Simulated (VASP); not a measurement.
Input of a VASP 6.6.1 run:

Contents of INCAR:

```
SYSTEM = CsBr
  PREC = Accurate
  ENCUT = 500
  EDIFF = 1E-6
  ISMEAR = 0
  SIGMA = 0.02
  LREAL = .FALSE.
  LASPH = .TRUE.
  NELM = 200
  ALGO = Normal
  ISIF = 2
  LWAVE = .FALSE.
  LCHARG = .TRUE.
  LNONCOLLINEAR = .TRUE.
  MAGMOM = 0 0 0 0 0 0
  LORBIT = 11
  LSORBIT = .TRUE.
  GGA_COMPAT = .FALSE.
  LORBMOM = .TRUE.
  GGA = PE
  IVDW = 12
  LVHAR = .TRUE.
  NBANDS = 28
```

File KPOINTS:

```
regular mesh
0
G
  6 6 6
  0 0 0
```

POSCAR

```
CsBr
1.0
    4.3031370092      0.0000000000      0.0000000000
    0.0000000000      4.3031370092      0.0000000000
    0.0000000000      0.0000000000      4.3022952043
Cs Br
1 1
Direct
    0.0000000000      0.0000000000      0.0000000000
    0.5000000000      0.5000000000      0.5000000000
```

Potentials or basis: VASP PAW PBE potentials, release 64 (Cs_sv, Br).

Run with:

```sh
$ cat potpaw_PBE.64/Cs_sv/POTCAR potpaw_PBE.64/Br/POTCAR > POTCAR
$ mpirun -np 1 vasp_ncl > vasp.out
```

Predict the dispersion energy per atom.

-0.219 eV.

Estimate the net moment.

0.00 μB per cell.

What does it give for the pressure?

0.0 GPa.

Moments on the atoms (μB; x, y, z):
```
Cs  0.00 0.00 0.00
Br  0.00 0.00 0.00
```
